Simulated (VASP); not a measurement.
SnCl:

```xyz
2
Lattice="-2.7332 2.7332 1.9310 2.7332 -2.7332 1.9310 2.7332 2.7332 -1.9310" Properties=species:S:1:pos:R:3 pbc="T T T"
Sn    0.0000    0.0000    1.9310
Cl    2.7332    0.0000    0.9655
```

* Program: VASP 6.6.1
* Task: relaxation of cell and atoms
* Functional: PBE
* Potentials or basis: VASP PAW PBE potentials, release 64 (Sn_d, Cl)
* Cutoff: 600 eV
* k mesh: 6 × 6 × 6
* Occupations: gaussian, width 0.1 eV
* Spin: no spin polarisation

At the start: pressure 1.7 GPa; volume 28.85 Å³/atom.

Question: How do energy, volume and symmetry change on relaxing?

Answer: Over 6 steps the energy falls by 108.1 meV/atom and the volume is 28.29 Å³/atom (-1.9 %); space group I-4m2 (No. 119, to 0.05 Å).

The path:
| step | energy change (eV) | largest force (eV/Å) | pressure (GPa) | volume (Å³) |
| --- | --- | --- | --- | --- |
| 1 | 0.0000 | 0.0000 | 1.73 | 57.70 |
| 2 | -0.1371 | 0.0000 | -1.05 | 60.22 |
| 3 | -0.1637 | 0.0000 | -2.23 | 61.76 |
| 4 | -0.2095 | 0.0000 | -1.07 | 58.42 |
| 5 | -0.2115 | 0.0000 | -0.75 | 57.69 |
| 6 | -0.2161 | 0.0000 | -0.01 | 56.58 |

Final structure:
```
Sn Cl
1.0
    -2.87813    2.87813    1.70746
     2.87813   -2.87813    1.70746
     2.87813    2.87813   -1.70746
Sn Cl
1 1
Direct
  0.50000 0.50000 0.00000
  0.25000 0.75000 0.50000
```

Caveat: an odd number of electrons without spin polarisation forces a metal; a magnetic or distorted state may lie lower.
